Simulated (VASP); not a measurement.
Runs of VASP 6.6.1 on Fe. Symmetry: Fmmm, No. 69, orthorhombic system. Conventional cell: a = 2.997 Å, b = 3.883 Å, c = 3.930 Å, α = 90.00°, β = 90.00°, γ = 90.00°. Within 3.2 Å of Fe (site symmetry mmm) lie 14 Fe at 2.45 to 3.00 Å. 

```tsv
task	level	cell	k mesh	cutoff (eV)	ions in elastic constants	gap on the mesh (eV)	pressure (GPa)	moment (μB)	relaxed volume (Å³/atom)
relaxation of cell and atoms	PBEsol	relaxed to 20 GPa	13 × 13 × 13	600	-	none	20.0	(c)	-
single point	PBEsol+D3(BJ)	as given	13 × 13 × 13	520	-	none	-15.1	2.20	-
single point	RPBE	as given	13 × 13 × 13	520	-	none	5.3	2.24	-
elastic constants	PBEsol	as given	12 × 12 × 12	600	relaxed	-	-	2.24	-
relaxation of cell and atoms	RPBE+D4	relaxed	13 × 13 × 13	600	-	none	0.1	(a)	11.09
relaxation of cell and atoms	PBEsol+D3(BJ)	relaxed	13 × 13 × 13	600	-	none	0.0	2.03	10.54
relaxation of cell and atoms	PBEsol	relaxed to 10 GPa	13 × 13 × 13	600	-	none	10.0	(b)	-
```

Alike in all rows: potentials or basis VASP PAW PBE potentials, release 64 (Fe); spin collinear, ferromagnetic start; smearing fermi-dirac 0.05 eV.

Problem. Estimate the missing entries.

Solution. (a) 2.12; (b) 2.01; (c) 1.99.

Caveats: the PAW data sets were made with another functional, which shifts forces and pressure a little; the cell is relaxed towards a set pressure, so the run minimises the enthalpy, not the energy (at least some runs); three body term missing (at least some runs); the stress differs along the axes, from -20 to -12 GPa (at least some runs); the stress differs along the axes, from 0 to 8 GPa (at least some runs); the cell is under stress, which shifts elastic constants (at least some runs).

A gap of «none» marks levels without a gap at the run's occupations.
